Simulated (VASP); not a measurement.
# GaMo (P4/nmm) in VASP: single point with PBE

Aim: the single point of GaMo with PBE.

Everything below comes from runs of VASP 6.6.1. Logs are shortened: lines on timing, memory, paths and dates and some standing lists are left out, and cuts for length are marked.

## (1) The cell of the first run

Symmetry: P4/nmm, No. 129, tetragonal system. The conventional cell has a = 3.307 Å, b = 3.307 Å, c = 5.705 Å, α = 90.00°, β = 90.00°, γ = 90.00°. Within 3.6 Å of Ga (site symmetry 4mm) lie 8 Ga at 2.72 to 3.31 Å and 6 Mo at 2.78 to 2.89 Å. Within 3.5 Å of Mo (site symmetry 4mm) lie 8 Mo at 2.68 to 3.31 Å and 6 Ga at 2.78 to 2.89 Å.

## (2) Single point, PBE

The input, INCAR:

```
PREC = Accurate ; ENCUT = 520
EDIFF = 1E-6 ; ISMEAR = 0
SIGMA = 0.2 ; LREAL = False
LASPH = True ; NELM = 100
ALGO = Fast ; ISIF = 2
LWAVE = False ; LCHARG = False
GGA = PE ; NBANDS = 35
```

The input, KPOINTS:

```
regular mesh
0
Gamma
  6 6 3
```

The input, POSCAR:

```
GaMo
1.0
    3.3065307372      0.0000000000      0.0000000000
    0.0000000000      3.3065307372      0.0000000000
    0.0000000000      0.0000000000      5.7047946797
Ga Mo
2 2
Direct
    0.0000000000      0.5000000000      0.6217022278
    0.5000000000      0.0000000000      0.3782977722
    0.5000000000      0.0000000000      0.8850137701
    0.0000000000      0.5000000000      0.1149862299
```

Potentials or basis: VASP PAW PBE potentials, release 64 (Ga_d, Mo_sv).

On the command line:

```sh
$ cat potpaw_PBE.64/Ga_d/POTCAR potpaw_PBE.64/Mo_sv/POTCAR > POTCAR
$ mpirun -np 1 vasp_std > vasp.out
```

OUTCAR:

```text
PREC = Accurate
   ENCUT = 520
   EDIFF = 1E-6
   ISMEAR = 0
   LREAL = False
   LASPH = True
   NELM = 100
   ISIF = 2
   GGA = PE

 ion  position               nearest neighbor table
   1  0.000  0.500  0.622-   2 2.72   2 2.72   2 2.72   2 2.72   3 2.78   3 2.78   3 2.78   3 2.78
                             4 2.81   4 2.89
   2  0.500  0.000  0.378-   1 2.72   1 2.72   1 2.72   1 2.72   4 2.78   4 2.78   4 2.78   4 2.78
                             3 2.81   3 2.89
   3  0.500  0.000  0.885-   4 2.68   4 2.68   4 2.68   4 2.68   1 2.78   1 2.78   1 2.78   1 2.78
                             2 2.81   2 2.89
   4  0.000  0.500  0.115-   3 2.68   3 2.68   3 2.68   3 2.68   2 2.78   2 2.78   2 2.78   2 2.78
                             1 2.81   1 2.89

  LATTYP: Found a simple tetragonal cell.
 ALAT       =     3.3065307372
 C/A-ratio  =     1.7253112501

  Lattice vectors:

 A1 = (   3.3065307372,   0.0000000000,   0.0000000000)
 A2 = (   0.0000000000,   3.3065307372,   0.0000000000)
 A3 = (   0.0000000000,   0.0000000000,   5.7047946797)

Analysis of symmetry for initial positions (statically):
=====================================================================
 Subroutine PRICEL returns:
 Original cell was already a primitive cell.

 Routine SETGRP: Setting up the symmetry group for a
 simple tetragonal supercell.

 Subroutine GETGRP returns: Found 16 space group operations
 (whereof  8 operations were pure point group operations)
 out of a pool of 16 trial point group operations.

The static configuration has the point symmetry D_2d.
 The point group associated with its full space group is D_4h.

Analysis of symmetry for dynamics (positions and initial velocities):
=====================================================================
 Subroutine PRICEL returns:
 Original cell was already a primitive cell.

 Routine SETGRP: Setting up the symmetry group for a
 simple tetragonal supercell.

 Subroutine GETGRP returns: Found 16 space group operations
 (whereof  8 operations were pure point group operations)
 out of a pool of 16 trial point group operations.

The dynamic configuration has the point symmetry D_2d.
 The point group associated with its full space group is D_4h.

 Subroutine INISYM returns: Found 16 space group operations
 (whereof  8 operations are pure point group operations),
 and found     1 'primitive' translations

----------------------------------------------------------------------------------------

                                     Primitive cell

  volume of cell :      62.3714

  direct lattice vectors                    reciprocal lattice vectors
     3.306530737  0.000000000  0.000000000     0.302431787  0.000000000  0.000000000
     0.000000000  3.306530737  0.000000000     0.000000000  0.302431787  0.000000000
     0.000000000  0.000000000  5.704794680     0.000000000  0.000000000  0.175291147

  length of vectors
     3.306530737  3.306530737  5.704794680     0.302431787  0.302431787  0.175291147

  position of ions in fractional coordinates (direct lattice)
     0.000000000  0.500000000  0.621702228
     0.500000000  0.000000000  0.378297772
     0.500000000  0.000000000  0.885013770
     0.000000000  0.500000000  0.114986230

  ion indices of the primitive-cell ions
   primitive index   ion index
                 1           1
                 2           2
                 3           3
                 4           4

----------------------------------------------------------------------------------------

 KPOINTS: regular mesh

Automatic generation of k-mesh.
 Grid dimensions read from file:
 generate k-points for:    6    6    3

 Generating k-lattice:

  Cartesian coordinates                     Fractional coordinates (reciprocal lattice)
     0.050405298  0.000000000  0.000000000     0.166666667  0.000000000  0.000000000
     0.000000000  0.050405298  0.000000000     0.000000000  0.166666667  0.000000000
     0.000000000  0.000000000  0.058430382     0.000000000  0.000000000  0.333333333

  Length of vectors
     0.050405298  0.050405298  0.058430382

  Shift w.r.t. Gamma in fractional coordinates (k-lattice)
     0.000000000  0.000000000  0.000000000

 Subroutine IBZKPT returns following result:
 ===========================================

 Found     20 irreducible k-points:

 Following reciprocal coordinates:
            Coordinates               Weight
  0.000000  0.000000  0.000000      1.000000
  0.166667  0.000000  0.000000      4.000000
  0.333333  0.000000  0.000000      4.000000
  0.500000  0.000000  0.000000      2.000000
  0.166667  0.166667  0.000000      4.000000
  0.333333  0.166667  0.000000      8.000000
[... 12 lines left out ...]
  0.500000  0.333333  0.333333      8.000000
  0.500000  0.500000  0.333333      2.000000
   k-points           NKPTS =     20   k-points in BZ     NKDIM =     20   number of bands    NBANDS=     35
   number of dos      NEDOS =    301   number of ions     NIONS =      4
   total plane-waves  NPLWV =  32928
   dimension x,y,z NGX =    28 NGY =   28 NGZ =   42
   dimension x,y,z NGXF=    56 NGYF=   56 NGZF=   84
   ions per type =               2   2
   NGX,Y,Z   is equivalent  to a cutoff of  14.08, 14.08, 12.24 a.u.
   NGXF,Y,Z  is equivalent  to a cutoff of  28.16, 28.16, 24.48 a.u.
 SYSTEM =  unknown system
   PREC   = accura    normal or accurate (medium, high low for compatibility)
   ISTART =      0    job   : 0-new  1-cont  2-samecut
   ICHARG =      2    charge: 1-file 2-atom 10-const
   ISPIN  =      1    spin polarized calculation?
   LNONCOLLINEAR =      F non collinear calculations
   LSORBIT =      F    spin-orbit coupling
   LASPH  =      T    aspherical Exc in radial PAW
   ENCUT  =  520.0 eV  38.22 Ry    6.18 a.u.   6.15  6.15 10.61*2*pi/ulx,y,z
   NELM   =    100;   NELMIN=  2; NELMDL= -5     # of ELM steps
   EDIFF  = 0.1E-05   stopping-criterion for ELM
   LREAL  =      F    real-space projection
   EDIFFG = 0.1E-04   stopping-criterion for IOM
   NSW    =      0    number of steps for IOM
   IBRION =     -1    ionic relax: 0-MD 1-quasi-New 2-CG
   NFREE  =      0    steps in history (QN), initial steepest desc. (CG)
   ISIF   =      2    stress and relaxation
   ISYM   =      2    0-nonsym 1-usesym 2-fastsym
   POTIM  = 0.5000    time-step for ionic-motion
   TEBEG  =    0.0;   TEEND  =   0.0 temperature during run
   PSTRESS=    0.0 pullay stress
   NELECT =      54.0000    total number of electrons
   NUPDOWN=      -1.0000    fix difference up-down
   EMIN   =  10.00;   EMAX   =-10.00  energy-range for DOS
   EFERMI =   0.00;   METHOD = LEGACY
   ISMEAR =     0;   SIGMA  =   0.20  broadening in eV -4-tet -1-fermi 0-gaus
   EFERMI_NEDOS =   21; number of points for ismear=-14 and -15
   IALGO  =     68    algorithm
   IMIX   =      4    mixing-type and parameters
     AMIX     =   0.40;   BMIX     =  1.00
     AMIX_MAG =   1.60;   BMIX_MAG =  1.00
  volume/ion in A,a.u.               =      15.59       105.23
  Fermi-wavevector in a.u.,A,eV,Ry     =   1.560311  2.948559 33.124321  2.434569
  Thomas-Fermi vector in A             =   2.663541
   LORBIT       =      0    0 simple, 1 ext, 2 COOP (PROOUT), +10 PAW based schemes
   GGA     = PE    functional components
   LHFCALC =     F    Hartree Fock is set to
   AEXX    =    0.0000 exact exchange contribution
   IVDW    =     0    specifies the selected vdW correction
   LEPSILON=     F    determine dielectric tensor
   LRPA    =     F    only Hartree local field effects (RPA)
 non-spin polarized calculation
 RMM-DIIS sequential band-by-band and
 Gauss-broadening in eV      SIGMA  =   0.20
  energy-cutoff  :      520.00
  volume of cell :       62.37
 maximum number of plane-waves:      1712
 NGX is ok and might be reduce to    28
   NGX = 13   NGY = 13   NGZ = 21

 number of electron      54.0000006 magnetization

 Free energy of the ion-electron system (eV)
  ---------------------------------------------------
  ext. energy  EPLUGINS =         0.00000000
  ---------------------------------------------------
  free energy    TOTEN  =       -27.96471602 eV

  energy without entropy =      -27.92751371  energy(sigma->0) =      -27.94611487

 E-fermi :   9.6529     XC(G=0): -12.7094

 val. band max:        9.5910950272   @ k =   0.1667   0.1667   0.3333
 cond. band min:       9.7666523485   @ k =   0.5000   0.1667   0.0000
 fundamental gap:      0.1755573213
 Fermi energy:         9.6528729352

 k-point     1 :       0.0000    0.0000    0.0000
  band No.  band energies     occupation
      1     -51.1701      2.00000
      2     -50.8956      2.00000
      3     -25.4260      2.00000
      4     -25.4260      2.00000
      5     -25.2880      2.00000
      6     -24.9672      2.00000
[... 27 lines left out ...]
     34      15.4492      0.00000
     35      16.9073      0.00000

 k-point     2 :       0.1667    0.0000    0.0000
  band No.  band energies     occupation
      1     -51.1492      2.00000
      2     -50.9114      2.00000
      3     -25.4889      2.00000
      4     -25.3790      2.00000
      5     -25.3312      2.00000
      6     -24.9141      2.00000
[... 27 lines left out ...]
     34      16.3465      0.00000
     35      17.5882      0.00000

 k-point     3 :       0.3333    0.0000    0.0000
  band No.  band energies     occupation
      1     -51.0940      2.00000
      2     -50.9565      2.00000
      3     -25.5682      2.00000
      4     -25.4462      2.00000
      5     -25.2520      2.00000
      6     -24.9153      2.00000
[... 27 lines left out ...]
     34      15.7007      0.00000
     35      16.0735      0.00000

 k-point     4 :       0.5000    0.0000    0.0000
  band No.  band energies     occupation
      1     -51.0228      2.00000
      2     -51.0228      2.00000
      3     -25.5540      2.00000
      4     -25.5540      2.00000
      5     -25.0816      2.00000
      6     -25.0816      2.00000
[... 27 lines left out ...]
     34      14.4885      0.00000
     35      17.1672      0.00000

 k-point     5 :       0.1667    0.1667    0.0000
  band No.  band energies     occupation
      1     -51.1307      2.00000
      2     -50.9247      2.00000
      3     -25.4942      2.00000
      4     -25.3963      2.00000
      5     -25.3728      2.00000
      6     -24.8641      2.00000
[... 486 lines left out ...]
 k-point    18 :       0.3333    0.3333    0.3333
  band No.  band energies     occupation
      1     -51.0513      2.00000
      2     -50.9825      2.00000
      3     -25.6281      2.00000
      4     -25.5787      2.00000
      5     -25.2422      2.00000
      6     -25.0303      2.00000
[... 27 lines left out ...]
     34      14.7548      0.00000
     35      16.2334      0.00000

 k-point    19 :       0.5000    0.3333    0.3333
  band No.  band energies     occupation
      1     -51.0141      2.00000
      2     -51.0141      2.00000
      3     -25.6497      2.00000
      4     -25.6497      2.00000
      5     -25.1232      2.00000
      6     -25.1232      2.00000
[... 27 lines left out ...]
     34      13.6561      0.00000
     35      16.5307      0.00000

 k-point    20 :       0.5000    0.5000    0.3333
  band No.  band energies     occupation
      1     -51.0112      2.00000
      2     -51.0112      2.00000
      3     -25.6940      2.00000
      4     -25.6940      2.00000
      5     -25.1012      2.00000
      6     -25.1012      2.00000
[... 27 lines left out ...]
     34      13.4805      0.00000
     35      15.6503      0.00000

------------------------ aborting loop because EDIFF is reached ----------------------------------------

  FORCE on cell =-STRESS in cart. coord.  units (eV):
  Direction    XX          YY          ZZ          XY          YZ          ZX
  --------------------------------------------------------------------------------------
  -------------------------------------------------------------------------------------
  Total        0.1683457      0.1683457      0.2026686      0.0000000      0.0000000      0.0000000
  in kB        4.3244149      4.3244149      5.2060928      0.0000000      0.0000000      0.0000000
  external PRESSURE =       4.6183075 kB  Pullay stress =       0.0000000 kB

 VOLUME and BASIS-vectors are now :
 -----------------------------------------------------------------------------
  energy-cutoff  :      520.00
  volume of cell :       62.37
      direct lattice vectors                 reciprocal lattice vectors
     3.306530737  0.000000000  0.000000000     0.302431787  0.000000000  0.000000000
     0.000000000  3.306530737  0.000000000     0.000000000  0.302431787  0.000000000
     0.000000000  0.000000000  5.704794680     0.000000000  0.000000000  0.175291147

 POSITION                                       TOTAL-FORCE (eV/Angst)
 -----------------------------------------------------------------------------------
      0.00000      1.65327      3.54668        -0.000000      0.000000     -0.017469
      1.65327      0.00000      2.15811         0.000000      0.000000      0.017469
      1.65327      0.00000      5.04882        -0.000000      0.000000     -0.013050
      0.00000      1.65327      0.65597        -0.000000      0.000000      0.013050
 -----------------------------------------------------------------------------------
    total drift:                                0.000000      0.000000      0.000000

  FREE ENERGIE OF THE ION-ELECTRON SYSTEM (eV)
  ---------------------------------------------------
  free  energy   TOTEN  =       -27.9647160240 eV

  energy  without entropy=      -27.9275137095  energy(sigma->0) =      -27.94611487
```

It took 61 s on 1 thread of Intel Xeon 8259CL, shared host; peak memory 0.19 GiB.

Results:

```
Free energy            : -27.9647 eV
Pressure               : 0.5 GPa
Largest force          : 0.017 eV/Å
Band gap on the k mesh : zero (bands 27 and 28 overlap by 2.25 eV)
```

Forces on the atoms (eV/Å):
```
Ga   0.000  0.000 -0.017
Ga   0.000  0.000  0.017
Mo   0.000  0.000 -0.013
Mo   0.000  0.000  0.013
```

Levels at points of the mesh, in eV from the Fermi level:
```
           k point  band 25  band 26  band 27  band 28  band 29  band 30
(0.00, 0.00, 0.00)    -0.81    -0.81     0.38     0.55     0.55     2.53
(0.50, 0.00, 0.00)    -1.17    -1.17     0.68     0.68     1.88     1.88
(0.50, 0.50, 0.00)    -1.12    -1.12    -1.02    -1.02     1.89     1.89
```

Caveat: the k points lie up to 0.37 Å⁻¹ apart, too coarse for converged energies and pressures of a metal.

The gap in the log of VASP goes by the Fermi energy; the results here count the filled bands.